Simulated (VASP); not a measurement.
Set up this calculation in VASP 6.6.1, as the native input.

- Task: single point
- Functional: PBEsol
- Potentials or basis: VASP PAW PBE potentials, release 64 (Ti_sv)
- Cutoff: 520 eV
- k mesh: 20 × 20 × 20
- Occupations: gaussian, width 0.15 eV
- Spin: no spin polarisation
- Dipole correction: no
- Further INCAR settings: ALGO = Normal; EDIFF = 1e-07; NBANDS = 12

The structure of Ti lies in POSCAR:

```
Ti
1.0
    0.0000000000      2.0300000000      2.1315000000
    2.0300000000      0.0000000000      2.1315000000
    2.0300000000      2.0300000000      0.0000000000
Ti
1
Direct
    0.0000000000      0.0000000000      0.0000000000
```

This cell differs from its parent crystal: strain +0.000 along x and y, +0.050 along z.

One way to write it, as run:

INCAR

```
SYSTEM = Ti
ALGO = Normal
EDIFF = 1E-7
ENCUT = 520
GGA = PS
ISIF = 2
ISMEAR = 0
LASPH = .TRUE.
LCHARG = .TRUE.
LELF = .TRUE.
LREAL = .FALSE.
LVHAR = .TRUE.
LWAVE = .FALSE.
NBANDS = 12
NELM = 60
PREC = Accurate
SIGMA = 0.15
```

KPOINTS

```
k-points
0
G
  20 20 20
  0 0 0
```

Potentials or basis: VASP PAW PBE potentials, release 64 (Ti_sv).

Launch:

```sh
$ cat potpaw_PBE.64/Ti_sv/POTCAR > POTCAR
$ mpirun -np 1 vasp_std > vasp.out
```

Results of the run:

| Quantity | Value |
| --- | --- |
| Pressure | -5.6 GPa |
| Band gap on the k mesh | zero (band 6 reaches 8.69 eV, above the bottom of band 7 at 7.45 eV) |

Caveat: the cell differs from its parent crystal (strain +0.000 along x and y, +0.050 along z); the PAW data sets were made with another functional, which shifts forces and pressure a little.

It took 110 s on 1 thread of Intel(R) Xeon(R) Platinum 8259CL CPU @ 2.50GHz (Skylake/Cascade Lake) (shared host), peak memory 0.25 GiB.
